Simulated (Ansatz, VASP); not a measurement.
# Two plane-wave programs on SiC

```
Si C
1.0
     3.09204    0.00000    0.00000
    -1.54602    2.67778    0.00000
     0.00000    0.00000    5.07390
Si C
2 2
Direct
  0.33333 0.66667 0.00456
  0.66667 0.33333 0.50456
  0.33333 0.66667 0.33570
  0.66667 0.33333 0.83570
```

Alike in both runs: task single point; functional PBE; k mesh 12 × 12 × 6; occupations gaussian, width 0.05 eV; no spin polarisation.

|  | VASP | Ansatz |
| --- | --- | --- |
| version | VASP 6.6.1 | Ansatz 0.2.0 |
| potentials or method | VASP PAW PBE potentials, release 64 (Si, C), cutoff 520 eV | scalar-relativistic, plane waves, PAW |
| valence electrons in the cell | 16 | 16 |

|  | VASP | Ansatz | Ansatz less VASP |
| --- | --- | --- | --- |
| gap on the k mesh at the Fermi level (eV) | 0.78 | 0.78 | +0.004 |
| least direct gap on the mesh (eV) | 3.48 | 3.48 | +0.005 |
| pressure (GPa) | 7.5 | 7.5 | +0.07 |
| traceless stress, the component that is largest in VASP (GPa) | 27.60 | 27.64 | +0.044 |
| rms of the force components (eV/Å) | 3.606 | 3.609 | +0.0029 |

Atom by atom the forces differ by 0.003 eV/Å (rms over components).
